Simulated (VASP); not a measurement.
Set up this calculation in VASP 6.6.1, as the native input.

| Item | Value |
| --- | --- |
| Task | single point |
| Functional | PBE |
| Potentials or basis | VASP PAW PBE potentials, release 64 (Fe) |
| Cutoff | 520 eV |
| k mesh | 1 × 1 × 27 |
| Occupations | gaussian, width 0.05 eV |
| Spin | collinear spin, ferromagnetic start |
| Starting moments | [2.44, 2.44] μB |
| Dipole correction | no |
| Further INCAR settings | ALGO = Normal; EDIFF = 1e-07; NBANDS = 19 |

The structure of Fe lies in POSCAR:

```
Fe
1.0
   11.0000000000      0.0000000000      0.0000000000
    0.0000000000      9.3000000000      0.0000000000
    0.0000000000      0.0000000000      2.3752969795
Fe
2
Direct
    0.4078697538      0.5000000000      0.0000000000
    0.5921302462      0.5000000000      0.5000000000
```

One way to write it, as run:

INCAR

```
PREC = Accurate
ENCUT = 520
EDIFF = 1E-7
ISMEAR = 0
SIGMA = 0.05
LREAL = F
LASPH = T
NELM = 150
ALGO = Normal
ISIF = 2
LWAVE = F
LCHARG = F
ISPIN = 2
MAGMOM = 2.44 2.44
LORBIT = 11
LMAXMIX = 4
GGA = PE
NBANDS = 19
```

KPOINTS

```
regular mesh
0
Gamma
  1 1 27
```

Potentials or basis: VASP PAW PBE potentials, release 64 (Fe).

Command:

```console
$ cat potpaw_PBE.64/Fe/POTCAR > POTCAR
$ mpirun -np 1 vasp_std > vasp.out
```

It gave:

* Largest force: 0.032 eV/Å
* Net moment: 6.36 μB per cell
* Site moments: Fe +2.94 μB
* Valence electrons inside the program's atomic spheres: Fe 6.99

Wall time 120 s on 1 thread of AMD EPYC 9R45 96-Core Processor (Zen 5), with other jobs on the host, peak memory 0.4 GiB.
